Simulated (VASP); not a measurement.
# MoS2 (P-3m1) in VASP: a series of runs

Runs on MoS2. Level: PBEsol. Tasks: single point.

Everything below comes from runs of VASP 6.6.1. Logs are shortened: lines on timing, memory, paths and dates and some standing lists are left out, and cuts for length are marked.

## Step 1: The cell of the first run

It takes space group P-3m1 (No. 164, trigonal). Conventional cell: a = 3.306 Å, b = 3.306 Å, c = 6.466 Å, α = 90.00°, β = 90.00°, γ = 120.00°. Within 3.3 Å of Mo (site symmetry -3m) lie 6 S at 2.48 Å. Within 3.3 Å of S (site symmetry 3m) lie 3 Mo at 2.48 Å.

## Step 2: Single point, PBEsol

Contents of INCAR:

```
ALGO = Normal
EDIFF = 1E-6
ENCUT = 520
GGA = PS
ISIF = 2
ISMEAR = 1
LASPH = T
LCHARG = T
LELF = T
LREAL = F
LVHAR = T
LWAVE = F
NBANDS = 20
NELM = 100
PREC = Accurate
SIGMA = 0.15
```

Contents of KPOINTS:

```
k-points
0
Gamma
  10 10 5
```

Contents of POSCAR:

```
MoS2
1.0
    3.3062145239      0.0000000000      0.0000000000
   -1.6531067498      2.8632650717      0.0000000000
    0.0000000000      0.0000000000      6.4664961245
Mo S
1 2
Direct
    0.0000000000      0.0000000000      0.5000000000
    0.3333333333      0.6666666667      0.2553190000
    0.6666666667      0.3333333333      0.7446810000
```

Potentials or basis: VASP PAW PBE potentials, release 64 (Mo_sv, S).

The run is started by

```
cat potpaw_PBE.64/Mo_sv/POTCAR potpaw_PBE.64/S/POTCAR > POTCAR
mpirun -np 1 vasp_std > vasp.out
```

OUTCAR:

```text
EDIFF = 1E-6
   ENCUT = 520
   GGA = PS
   ISIF = 2
   ISMEAR = 1
   LASPH = T
   LREAL = F
   NELM = 100
   PREC = Accurate

 ion  position               nearest neighbor table
   1  0.000  0.000  0.500-   2 2.48   3 2.48   3 2.48   2 2.48   3 2.48   2 2.48
   2  0.333  0.667  0.255-   1 2.48   1 2.48   1 2.48
   3  0.667  0.333  0.745-   1 2.48   1 2.48   1 2.48

  LATTYP: Found a hexagonal cell.
 ALAT       =     3.3062145239
 C/A-ratio  =     1.9558610241

  Lattice vectors:

 A1 = (   3.3062145239,   0.0000000000,   0.0000000000)
 A2 = (  -1.6531067498,   2.8632650717,   0.0000000000)
 A3 = (   0.0000000000,   0.0000000000,   6.4664961245)

Analysis of symmetry for initial positions (statically):
=====================================================================
 Subroutine PRICEL returns:
 Original cell was already a primitive cell.

 Routine SETGRP: Setting up the symmetry group for a
 hexagonal supercell.

 Subroutine GETGRP returns: Found 12 space group operations
 (whereof 12 operations were pure point group operations)
 out of a pool of 24 trial point group operations.

The static configuration has the point symmetry D_3d.

Analysis of symmetry for dynamics (positions and initial velocities):
=====================================================================
 Subroutine PRICEL returns:
 Original cell was already a primitive cell.

 Routine SETGRP: Setting up the symmetry group for a
 hexagonal supercell.

 Subroutine GETGRP returns: Found 12 space group operations
 (whereof 12 operations were pure point group operations)
 out of a pool of 24 trial point group operations.

The dynamic configuration has the point symmetry D_3d.

 Subroutine INISYM returns: Found 12 space group operations
 (whereof 12 operations are pure point group operations),
 and found     1 'primitive' translations

----------------------------------------------------------------------------------------

                                     Primitive cell

  volume of cell :      61.2155

  direct lattice vectors                    reciprocal lattice vectors
     3.306214524  0.000000000  0.000000000     0.302460712  0.174625762  0.000000000
    -1.653106750  2.863265072  0.000000000     0.000000000  0.349251632  0.000000000
     0.000000000  0.000000000  6.466496124     0.000000000  0.000000000  0.154643254

  length of vectors
     3.306214524  3.306213665  6.466496124     0.349251542  0.349251632  0.154643254

  position of ions in fractional coordinates (direct lattice)
     0.000000000  0.000000000  0.500000000
     0.333333333  0.666666667  0.255319000
     0.666666667  0.333333333  0.744681000

  ion indices of the primitive-cell ions
   primitive index   ion index
                 1           1
                 2           2
                 3           3

----------------------------------------------------------------------------------------

 KPOINTS: k-points

Automatic generation of k-mesh.
 Grid dimensions read from file:
 generate k-points for:   10   10    5

 Generating k-lattice:

  Cartesian coordinates                     Fractional coordinates (reciprocal lattice)
     0.030246071  0.017462576  0.000000000     0.100000000 -0.000000000  0.000000000
     0.000000000  0.034925163  0.000000000     0.000000000  0.100000000  0.000000000
     0.000000000  0.000000000  0.030928651     0.000000000  0.000000000  0.200000000

  Length of vectors
     0.034925154  0.034925163  0.030928651

  Shift w.r.t. Gamma in fractional coordinates (k-lattice)
     0.000000000  0.000000000  0.000000000

 Subroutine IBZKPT returns following result:
 ===========================================

 Found     58 irreducible k-points:

 Following reciprocal coordinates:
            Coordinates               Weight
  0.000000  0.000000  0.000000      1.000000
  0.100000  0.000000  0.000000      6.000000
  0.200000  0.000000  0.000000      6.000000
  0.300000  0.000000  0.000000      6.000000
  0.400000  0.000000  0.000000      6.000000
  0.500000  0.000000  0.000000      3.000000
[... 16 lines left out ...]
  0.000000  0.400000  0.200000      6.000000
  0.500000  0.000000  0.200000      6.000000
 [... further k-points ...]
   k-points           NKPTS =     58   k-points in BZ     NKDIM =     58   number of bands    NBANDS=     20
   number of dos      NEDOS =    301   number of ions     NIONS =      3
   total plane-waves  NPLWV =  37632
   dimension x,y,z NGX =    28 NGY =   28 NGZ =   48
   dimension x,y,z NGXF=    56 NGYF=   56 NGZF=   96
   ions per type =               1   2
   NGX,Y,Z   is equivalent  to a cutoff of  14.08, 14.08, 12.34 a.u.
   NGXF,Y,Z  is equivalent  to a cutoff of  28.16, 28.16, 24.68 a.u.
 SYSTEM =  unknown system
   PREC   = accura    normal or accurate (medium, high low for compatibility)
   ISTART =      0    job   : 0-new  1-cont  2-samecut
   ICHARG =      2    charge: 1-file 2-atom 10-const
   ISPIN  =      1    spin polarized calculation?
   LNONCOLLINEAR =      F non collinear calculations
   LSORBIT =      F    spin-orbit coupling
   LASPH  =      T    aspherical Exc in radial PAW
   ENCUT  =  520.0 eV  38.22 Ry    6.18 a.u.   6.15  6.15 12.02*2*pi/ulx,y,z
   NELM   =    100;   NELMIN=  2; NELMDL= -5     # of ELM steps
   EDIFF  = 0.1E-05   stopping-criterion for ELM
   LREAL  =      F    real-space projection
   EDIFFG = 0.1E-04   stopping-criterion for IOM
   NSW    =      0    number of steps for IOM
   IBRION =     -1    ionic relax: 0-MD 1-quasi-New 2-CG
   NFREE  =      0    steps in history (QN), initial steepest desc. (CG)
   ISIF   =      2    stress and relaxation
   ISYM   =      2    0-nonsym 1-usesym 2-fastsym
   POTIM  = 0.5000    time-step for ionic-motion
   TEBEG  =    0.0;   TEEND  =   0.0 temperature during run
   PSTRESS=    0.0 pullay stress
   NELECT =      26.0000    total number of electrons
   NUPDOWN=      -1.0000    fix difference up-down
   EMIN   =  10.00;   EMAX   =-10.00  energy-range for DOS
   EFERMI =   0.00;   METHOD = LEGACY
   ISMEAR =     1;   SIGMA  =   0.15  broadening in eV -4-tet -1-fermi 0-gaus
   EFERMI_NEDOS =   21; number of points for ismear=-14 and -15
   IALGO  =     38    algorithm
   IMIX   =      4    mixing-type and parameters
     AMIX     =   0.40;   BMIX     =  1.00
     AMIX_MAG =   1.60;   BMIX_MAG =  1.00
  volume/ion in A,a.u.               =      20.41       137.70
  Fermi-wavevector in a.u.,A,eV,Ry     =   1.230586  2.325471 20.603883  1.514343
  Thomas-Fermi vector in A             =   2.365429
   LORBIT       =      0    0 simple, 1 ext, 2 COOP (PROOUT), +10 PAW based schemes
   GGA     = PS    functional components
   LHFCALC =     F    Hartree Fock is set to
   AEXX    =    0.0000 exact exchange contribution
   IVDW    =     0    specifies the selected vdW correction
   LEPSILON=     F    determine dielectric tensor
   LRPA    =     F    only Hartree local field effects (RPA)
 non-spin polarized calculation
 Methfessel and Paxton  Order N= 1 SIGMA  =   0.15
  energy-cutoff  :      520.00
  volume of cell :       61.22
 maximum number of plane-waves:      1662
 NGX is ok and might be reduce to    28
   NGX = 13   NGY = 13   NGZ = 25

 number of electron      26.0000004 magnetization

 Free energy of the ion-electron system (eV)
  ---------------------------------------------------
  ext. energy  EPLUGINS =         0.00000000
  ---------------------------------------------------
  free energy    TOTEN  =       -22.37113142 eV

  energy without entropy =      -22.37436300  energy(sigma->0) =      -22.37220861

 E-fermi :   6.0088     XC(G=0): -10.2758

 val. band max:        5.9751208827   @ k =   0.2000   0.2000   0.4000
 cond. band min:       6.0520853117   @ k =   0.0000   0.1000   0.4000
 fundamental gap:      0.0769644289
 Fermi energy:         6.0088178580

 k-point     1 :       0.0000    0.0000    0.0000
  band No.  band energies     occupation
      1     -55.7791      2.00000
      2     -29.8138      2.00000
      3     -29.8138      2.00000
      4     -29.7787      2.00000
      5      -8.4006      2.00000
      6      -7.1429      2.00000
[... 12 lines left out ...]
     19      11.8915      0.00000
     20      15.4711      0.00000

 k-point     2 :       0.1000    0.0000    0.0000
  band No.  band energies     occupation
      1     -55.7770      2.00000
      2     -29.8376      2.00000
      3     -29.8194      2.00000
      4     -29.7742      2.00000
      5      -8.2665      2.00000
      6      -7.1090      2.00000
[... 12 lines left out ...]
     19      12.5926      0.00000
     20      15.0433      0.00000

 k-point     3 :       0.2000    0.0000    0.0000
  band No.  band energies     occupation
      1     -55.7714      2.00000
      2     -29.8995      2.00000
      3     -29.8338      2.00000
      4     -29.7624      2.00000
      5      -7.8936      2.00000
      6      -7.0156      2.00000
[... 12 lines left out ...]
     19      13.4683      0.00000
     20      14.6246      0.00000

 k-point     4 :       0.3000    0.0000    0.0000
  band No.  band energies     occupation
      1     -55.7646      2.00000
      2     -29.9751      2.00000
      3     -29.8516      2.00000
      4     -29.7478      2.00000
      5      -7.3896      2.00000
      6      -6.8719      2.00000
[... 12 lines left out ...]
     19      13.0736      0.00000
     20      13.6660      0.00000

 k-point     5 :       0.4000    0.0000    0.0000
  band No.  band energies     occupation
      1     -55.7590      2.00000
      2     -30.0356      2.00000
      3     -29.8660      2.00000
      4     -29.7359      2.00000
      5      -7.0256      2.00000
      6      -6.6205      2.00000
[... 12 lines left out ...]
     19      12.4114      0.00000
     20      13.7497      0.00000

 k-point     6 :       0.5000    0.0000    0.0000
  band No.  band energies     occupation
      1     -55.7569      2.00000
      2     -30.0585      2.00000
      3     -29.8715      2.00000
      4     -29.7314      2.00000
      5      -6.9403      2.00000
      6      -6.4364      2.00000
[... 12 lines left out ...]
     19      12.3673      0.00000
     20      14.1145      0.00000

 k-point     7 :       0.1000    0.1000    0.0000
  band No.  band energies     occupation
      1     -55.7732      2.00000
      2     -29.8787      2.00000
      3     -29.8311      2.00000
      4     -29.7660      2.00000
      5      -8.0122      2.00000
      6      -7.0458      2.00000
[... 12 lines left out ...]
     19      13.5929      0.00000
     20      14.7583      0.00000
[... 277 lines left out ...]
 k-point    20 :       0.3000    0.0000    0.2000
  band No.  band energies     occupation
      1     -55.7646      2.00000
      2     -29.9751      2.00000
      3     -29.8516      2.00000
      4     -29.7478      2.00000
      5      -7.3905      2.00000
      6      -6.8669      2.00000
[... 12 lines left out ...]
     19      12.7282      0.00000
     20      14.6961      0.00000

 k-point    21 :       0.0000    0.3000    0.2000
  band No.  band energies     occupation
      1     -55.7646      2.00000
      2     -29.9751      2.00000
      3     -29.8516      2.00000
      4     -29.7478      2.00000
      5      -7.3235      2.00000
      6      -6.9516      2.00000
[... 12 lines left out ...]
     19      13.3391      0.00000
     20      13.7131      0.00000

 k-point    22 :       0.4000    0.0000    0.2000
  band No.  band energies     occupation
      1     -55.7591      2.00000
      2     -30.0356      2.00000
      3     -29.8660      2.00000
      4     -29.7359      2.00000
      5      -7.0706      2.00000
      6      -6.5618      2.00000
[... 12 lines left out ...]
     19      12.1728      0.00000
     20      14.4254      0.00000

 k-point    23 :       0.0000    0.4000    0.2000
  band No.  band energies     occupation
      1     -55.7591      2.00000
      2     -30.0356      2.00000
      3     -29.8660      2.00000
      4     -29.7359      2.00000
      5      -6.9925      2.00000
      6      -6.6599      2.00000
[... 12 lines left out ...]
     19      12.4050      0.00000
     20      13.4343      0.00000

 k-point    24 :       0.5000    0.0000    0.2000
  band No.  band energies     occupation
      1     -55.7569      2.00000
      2     -30.0585      2.00000
      3     -29.8715      2.00000
      4     -29.7314      2.00000
      5      -6.9604      2.00000
      6      -6.4100      2.00000
[... 12 lines left out ...]
     19      12.0957      0.00000
     20      13.5047      0.00000

 [... further k-points ...]
[... 5 lines left out ...]
  --------------------------------------------------------------------------------------
  -------------------------------------------------------------------------------------
  Total       -4.5755062     -4.5755040     -3.5896346     -0.0000008      0.0000000     -0.0000000
  in kB     -119.7534752   -119.7534170    -93.9505277     -0.0000214      0.0000000     -0.0000000
  external PRESSURE =    -111.1524733 kB  Pullay stress =       0.0000000 kB

 VOLUME and BASIS-vectors are now :
 -----------------------------------------------------------------------------
  energy-cutoff  :      520.00
  volume of cell :       61.22
      direct lattice vectors                 reciprocal lattice vectors
     3.306214524  0.000000000  0.000000000     0.302460712  0.174625762  0.000000000
    -1.653106750  2.863265072  0.000000000     0.000000000  0.349251632  0.000000000
     0.000000000  0.000000000  6.466496124     0.000000000  0.000000000  0.154643254

 POSITION                                       TOTAL-FORCE (eV/Angst)
 -----------------------------------------------------------------------------------
      0.00000      0.00000      3.23325         0.000000      0.000000      0.000000
      0.00000      1.90884      1.65102         0.000000     -0.000000      1.018633
      1.65311      0.95442      4.81548        -0.000000      0.000000     -1.018633
 -----------------------------------------------------------------------------------
    total drift:                                0.000000      0.000000      0.000000

  FREE ENERGIE OF THE ION-ELECTRON SYSTEM (eV)
  ---------------------------------------------------
  free  energy   TOTEN  =       -22.3711314155 eV

  energy  without entropy=      -22.3743629972  energy(sigma->0) =      -22.37220861
```

Run time: 31 s. Hardware: 1 thread of Intel Xeon 6975P-C (Granite Rapids), shared host; peak memory 0.21 GiB.

Results:

```
Free energy            : -22.3711 eV
Pressure               : -11.1 GPa
Largest force          : 1.019 eV/Å
Band gap on the k mesh : zero (band 13 reaches 6.32 eV, above the bottom of band 14 at 5.55 eV)
```

Forces in eV/Å, atoms in the order of the input:
```
Mo   0.000  0.000  0.000
S    0.000  0.000  1.019
S    0.000  0.000 -1.019
```

Stress tensor (GPa, compression positive):
```
-11.98   0.00   0.00
  0.00 -11.98   0.00
  0.00   0.00  -9.40
```

Caveat: the PAW data sets were made with another functional, which shifts forces and pressure a little; this functional lacks dispersion, which binds the layers, so the pressure and a relaxed spacing across them are unreliable.

## Step 3: Single point, PBEsol

This run uses another cell than the first one, of 20.88 Å³/atom, 1.023 times its volume.

Contents of INCAR:

```
SYSTEM = MoS2
  ALGO = Normal
  EDIFF = 1E-7
  ENCUT = 520
  GGA = PS
  ISIF = 2
  ISMEAR = 1
  LASPH = .True.
  LCHARG = .False.
  LREAL = .False.
  LWAVE = .False.
  NBANDS = 20
  NELM = 80
  PREC = Accurate
  SIGMA = 0.15
```

Contents of KPOINTS:

```
k-points
0
Gamma
  10 10 5
  0 0 0
```

Contents of POSCAR:

```
MoS2
1.0
    3.3316479428      0.0000000000      0.0000000000
   -1.6658234553      2.8852910532      0.0000000000
    0.0000000000      0.0000000000      6.5162403573
Mo S
1 2
Direct
    0.0000000000      0.0000000000      0.5000000000
    0.3333333333      0.6666666667      0.2553190000
    0.6666666667      0.3333333333      0.7446810000
```

Potentials or basis: VASP PAW PBE potentials, release 64 (Mo_sv, S).

The run is started by

```
cat potpaw_PBE.64/Mo_sv/POTCAR potpaw_PBE.64/S/POTCAR > POTCAR
mpirun -np 1 vasp_std > vasp.out
```

OUTCAR:

```text
SYSTEM = MoS2
   EDIFF = 1E-7
   ENCUT = 520
   GGA = PS
   ISIF = 2
   ISMEAR = 1
   LASPH = .True.
   LREAL = .False.
   NELM = 80
   PREC = Accurate

 ion  position               nearest neighbor table
   1  0.000  0.000  0.500-   2 2.50   3 2.50   3 2.50   2 2.50   3 2.50   2 2.50
   2  0.333  0.667  0.255-   1 2.50   1 2.50   1 2.50
   3  0.667  0.333  0.745-   1 2.50   1 2.50   1 2.50

  LATTYP: Found a hexagonal cell.
 ALAT       =     3.3316479428
 C/A-ratio  =     1.9558610241

  Lattice vectors:

[... 195 lines left out ...]
      6      -7.3307      2.00000
[... 541 lines left out ...]
     19      11.7638      0.00000
     20      13.2039      0.00000

 [... further k-points ...]
[... 5 lines left out ...]
  --------------------------------------------------------------------------------------
  -------------------------------------------------------------------------------------
  Total       -5.3920926     -5.3920899     -4.5476548     -0.0000010      0.0000000      0.0000000
  in kB     -137.9183629   -137.9182958   -116.3194256     -0.0000247      0.0000000      0.0000000
  external PRESSURE =    -130.7186948 kB  Pullay stress =       0.0000000 kB

 VOLUME and BASIS-vectors are now :
 -----------------------------------------------------------------------------
  energy-cutoff  :      520.00
  volume of cell :       62.64
      direct lattice vectors                 reciprocal lattice vectors
     3.331647943  0.000000000  0.000000000     0.300151762  0.173292689  0.000000000
    -1.665823455  2.885291053  0.000000000     0.000000000  0.346585485  0.000000000
     0.000000000  0.000000000  6.516240357     0.000000000  0.000000000  0.153462725

 POSITION                                       TOTAL-FORCE (eV/Angst)
 -----------------------------------------------------------------------------------
      0.00000      0.00000      3.25812        -0.000000      0.000000      0.000000
      0.00000      1.92353      1.66372         0.000000      0.000000      1.302812
      1.66582      0.96176      4.85252        -0.000000     -0.000000     -1.302812
 -----------------------------------------------------------------------------------
    total drift:                                0.000000      0.000000      0.000000

  FREE ENERGIE OF THE ION-ELECTRON SYSTEM (eV)
  ---------------------------------------------------
  free  energy   TOTEN  =       -22.2638690969 eV

  energy  without entropy=      -22.2671302421  energy(sigma->0) =      -22.26495615
```

Run time: 32 s. Hardware: 1 thread of Intel Xeon 6975P-C (Granite Rapids), shared host; peak memory 0.21 GiB.

What came out:

```yaml
Free_energy: -22.2639 eV
Pressure: -13.1 GPa
Largest_force: 1.303 eV/Å
Band_gap_on_the_k_mesh: zero (band 13 reaches 6.04 eV, above the bottom of band 14 at 5.27 eV)
```

Forces in eV/Å, atoms in the order of the input:
```
Mo   0.000  0.000  0.000
S    0.000  0.000  1.303
S    0.000  0.000 -1.303
```

Caveat: the PAW data sets were made with another functional, which shifts forces and pressure a little; this functional lacks dispersion, which binds the layers, so the pressure and a relaxed spacing across them are unreliable.
